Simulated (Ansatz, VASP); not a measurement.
## In4Ru in VASP and in Ansatz

```xyz
5
Lattice="5.1875 0.0000 0.0000 0.0000 5.1875 0.0000 0.0000 0.0000 5.1875" Properties=species:S:1:pos:R:3 pbc="T T T"
In    1.4826    1.4826    1.4826
In    3.7049    3.7049    1.4826
In    1.4826    3.7049    3.7049
In    3.7049    1.4826    3.7049
Ru    0.0000    0.0000    0.0000
```

Change from the starting cell: species swapped into the SnI4 type (P-43m, No. 215).

Alike in both runs: task relaxation of cell and atoms; functional PBE; k mesh 8 × 8 × 8; occupations gaussian, width 0.1 eV; no spin polarisation.

|  | VASP | Ansatz |
| --- | --- | --- |
| version | VASP 6.6.1 | Ansatz 0.2.0 |
| potentials or method | VASP PAW PBE potentials, release 64 (In_d, Ru_pv), cutoff 600 eV | scalar-relativistic, plane waves, PAW |
| valence electrons in the cell | 66 | 68 |

|  | VASP | Ansatz | Ansatz less VASP |
| --- | --- | --- | --- |
| gap on the k mesh at the Fermi level, each at its own relaxed structure (eV) | none | none | - |
| relaxed volume (Å³/atom) | 27.84 | 27.81 | -0.025 |
| relaxed length of the cell vector where the two differ most in proportion (Å) | 5.182 | 5.181 | -0.0015 |

A gap of «none» marks a metal or a gap that the smearing closes. VASP's potentials hold 66 valence electrons a cell and Ansatz's 68, so a difference there can come from the potentials and not from the codes.
